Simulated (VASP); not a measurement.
Write the native input for VASP 6.6.1 that does the following.

| Item | Value |
| --- | --- |
| Task | single point |
| Functional | PBE |
| Potentials or basis | VASP PAW PBE potentials, release 64 (Tc_pv) |
| Cutoff | 520 eV |
| k mesh | 9 × 9 × 9 |
| Occupations | fermi-dirac, width 0.05 eV |
| Spin | non-collinear spin, zero start, spin-orbit coupling |
| Starting moments | [[0.0, 0.0, 0.0]] μB |
| Hubbard terms | Tc d U = 8.0 eV |
| Dipole correction | no |
| Further INCAR settings | ALGO = Normal; EDIFF = 1e-06; NBANDS = 24 |

The structure of Tc lies in POSCAR:

```
Tc
1.0
    0.0000000000      1.9236454180      1.9236454180
    1.9236454180      0.0000000000      1.9236454180
    1.9236454180      1.9236454180      0.0000000000
Tc
1
Direct
    0.0000000000      0.0000000000      0.0000000000
```

This isn't the form of Tc at room conditions, which is hcp.

One way to write it, as run:

INCAR

```
PREC = Accurate ; ENCUT = 520
EDIFF = 1E-6 ; ISMEAR = -1
SIGMA = 0.05 ; LREAL = False
LASPH = True ; NELM = 150
ALGO = Normal ; ISIF = 2
LWAVE = False ; LCHARG = True
MAGMOM = 0 0 0 ; LORBIT = 11
LSORBIT = True ; GGA_COMPAT = False
LORBMOM = True ; LMAXMIX = 4
LDAU = True ; LDAUTYPE = 2
LDAUL = 2 ; LDAUU = 8
LDAUJ = 0 ; LDAUPRINT = 1
GGA = PE ; LVHAR = True
NBANDS = 24
```

KPOINTS

```
Automatic mesh
0
Gamma
  9 9 9
```

Potentials or basis: VASP PAW PBE potentials, release 64 (Tc_pv).

The run is started by

```console
$ cat potpaw_PBE.64/Tc_pv/POTCAR > POTCAR
$ mpirun -np 1 vasp_ncl > vasp.out
```

Results of the run:

* Pressure: 18.0 GPa
* Net moment: 0.00 μB per cell
* Valence electrons inside the program's atomic spheres: Tc 12.16

Caveat: the cell stands under pressure; the U is typed as a test and isn't derived for this compound.

It took 27 s on 1 thread of AMD EPYC 7R13 Processor (Zen 3), with other jobs on the host, peak memory 0.14 GiB.
